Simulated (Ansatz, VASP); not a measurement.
## KBr: VASP beside Ansatz

```
CELL_PARAMETERS angstrom
2.70970 1.56445 5.36210
-2.70970 1.56445 5.36210
0.00000 -3.12889 5.36210
ATOMIC_POSITIONS crystal
K 0.50000 0.50000 0.50000
K 0.00000 0.00000 0.00000
Br 0.75105 0.75105 0.75105
Br 0.24895 0.24895 0.24895
```

Alike in both runs: functional PBE; k mesh 3 × 3 × 3; occupations gaussian, width 0.15 eV; no spin polarisation.

Ansatz relaxed the structure, and its values are those at the end. VASP's run is a single point on that final structure, the one shown.

```csv
,VASP,Ansatz
version,VASP 6.6.1,Ansatz 0.2.0
potentials or method,"VASP PAW PBE potentials, release 64 (K_sv, Br), cutoff 500 eV","scalar-relativistic, plane waves, PAW"
valence electrons in the cell,32,32
```

```tsv
	VASP	Ansatz	Ansatz less VASP
gap on the k mesh at the Fermi level (eV)	3.91	3.91	+0.001
least direct gap on the mesh (eV)	3.91	3.91	+0.001
pressure (GPa)	0.1	0.0	-0.02
rms of the force components (eV/Å)	0.011	0.011	0.0000
```

With one functional, cell and mesh, what is left measures potentials, basis and numerics.

The k mesh is coarse, so the values compare programs but aren't converged.
